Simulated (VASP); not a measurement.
The system is Ir.

```xyz
1
Lattice="1.5200 1.5200 1.5200 -1.5200 1.5200 1.5200 -1.5200 -1.5200 1.5200" Properties=species:S:1:pos:R:3 pbc="T T T"
Ir    0.0000    0.0000    0.0000
```

* Program: VASP 6.6.1
* Task: relaxation of cell and atoms
* Functional: LDA
* Potentials or basis: VASP PAW LDA potentials, release 64 (Ir)
* Cutoff: 500 eV
* k mesh: 10 × 10 × 10
* Occupations: fermi-dirac, width 0.05 eV
* Spin: no spin polarisation

At the start: pressure 9.8 GPa; volume 14.05 Å³/atom.

**Question.** Where does the relaxation end?

**Answer.** Over 4 steps the energy falls by 10.8 meV/atom and the volume is 14.41 Å³/atom (+2.6 %); space group Im-3m (No. 229, to 0.05 Å).

The path:
```
step  energy change (eV)  largest force (eV/Å)  pressure (GPa)  volume (Å³)
   1              0.0000                0.0000            9.78        14.05
   2              0.1244                0.0000          -27.01        15.86
   3             -0.0108                0.0000           -0.42        14.43
   4             -0.0108                0.0000           -0.02        14.41
```

Final structure:
```yaml
crystal:
  lattice:
    - [1.53300, 1.53300, 1.53300]
    - [-1.53300, 1.53300, 1.53300]
    - [-1.53300, -1.53300, 1.53300]
  atoms:
    - { symbol: Ir, position: [0.00000, 0.00000, 0.00000] }
```
